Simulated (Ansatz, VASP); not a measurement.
Al2Au in VASP and in Ansatz

The input INCAR:

```
ALGO     = Fast           # electronic algorithm
EDIFF    = 1E-6           # SCF threshold, eV
ENCUT    = 520            # plane-wave cutoff, eV
GGA      = PE             # functional
ISIF     = 2              # what is computed and relaxed
ISMEAR   = 0              # smearing method
LASPH    = T              # aspherical terms in the spheres
LCHARG   = F              # write CHGCAR
LREAL    = F              # projectors in reciprocal space
LWAVE    = F              # write WAVECAR
NBANDS   = 16             # bands
NELM     = 60             # most SCF steps
PREC     = Accurate       # precision mode
SIGMA    = 0.1            # smearing width, eV
```

KPOINTS

```
k-points
0
Gamma
  12 12 12
```

The input POSCAR:

```
Al2Au
1.0
    0.0000000000      2.9366060298      2.9366060298
    2.9366060298      0.0000000000      2.9366060298
    2.9366060298      2.9366060298      0.0000000000
Al Au
2 1
Direct
    0.2500000000      0.2500000000      0.2500000000
    0.7500000000      0.7500000000      0.7500000000
    0.0000000000      0.0000000000      0.0000000000
```

Input for Ansatz:

```yaml
crystal:
  lattice:
    - [0.0, 2.9366060298, 2.9366060298]
    - [2.9366060298, 0.0, 2.9366060298]
    - [2.9366060298, 2.9366060298, 0.0]
  atoms:
    - { symbol: Al, position: [0.25, 0.25, 0.25] }
    - { symbol: Al, position: [0.75, 0.75, 0.75] }
    - { symbol: Au, position: [0.0, 0.0, 0.0] }
basis:
  ecutwfc: 420
kpoints:
  mp_grid: { grid: [12, 12, 12] }
hamiltonian:
  xc: pbe
scf:
  occupations: { method: gaussian, width: 0.1 }
output:
  forces: true
  stress: true
  eigenvalues: true
```

Alike in both runs: task single point; functional PBE; k mesh 12 × 12 × 12; occupations gaussian, width 0.1 eV; no spin polarisation.

```csv
,VASP,Ansatz
version,VASP 6.6.1,Ansatz 0.2.0
potentials or method,"VASP PAW PBE potentials, release 64 (Al, Au), cutoff 520 eV","scalar-relativistic, plane waves, PAW"
valence electrons in the cell,17,25
```

|  | VASP | Ansatz | Ansatz less VASP |
| --- | --- | --- | --- |
| gap on the k mesh at the Fermi level (eV) | none | none | - |
| pressure (GPa) | 12.0 | 12.4 | +0.37 |

A gap of «none» marks a metal or a gap that the smearing closes. VASP's potentials hold 17 valence electrons a cell and Ansatz's 25, so a difference there can come from the potentials and not from the codes.

Spin-orbit coupling is off throughout.
